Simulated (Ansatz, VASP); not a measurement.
**GaO4: VASP beside Ansatz**

```
Ga O
1.0
     3.98837    0.00000    0.00000
     0.00000    3.98837    0.00000
     0.00000    0.00000    3.98837
Ga O
1 4
Direct
  0.00000 0.00000 0.00000
  0.27085 0.72915 0.72915
  0.72915 0.27085 0.72915
  0.72915 0.72915 0.27085
  0.27085 0.27085 0.27085
```

Change from the starting cell: species swapped into the SnI4 type (P-43m, No. 215).

Alike in both runs: functional PBE; k mesh 10 × 10 × 10; occupations gaussian, width 0.1 eV; collinear spin.

Ansatz relaxed the structure, and its values are those at the end. VASP's run is a single point on that final structure, the one shown.

|  | VASP | Ansatz |
| --- | --- | --- |
| version | VASP 6.6.1 | Ansatz 0.2.0 |
| potentials or method | VASP PAW PBE potentials, release 64 (Ga_d, O), cutoff 520 eV | scalar-relativistic, plane waves, PAW |
| valence electrons in the cell | 37 | 37 |

|  | VASP | Ansatz | Ansatz less VASP |
| --- | --- | --- | --- |
| gap on the k mesh at the Fermi level (eV) | none | none | - |
| pressure (GPa) | 0.1 | 0.0 | -0.12 |
| rms of the force components (eV/Å) | 0.034 | 0.003 | -0.0310 |
| net moment per atom (μB) | 1.00 | 1.00 | 0.000 |
| size of the moment on the site where the two differ most (μB) | 0.04 | 0.01 | -0.032 |

Site moments also hang on the region over which each program counts them. A gap of «none» marks a metal or a gap that the smearing closes. With one functional, cell and mesh, what is left measures potentials, basis and numerics.
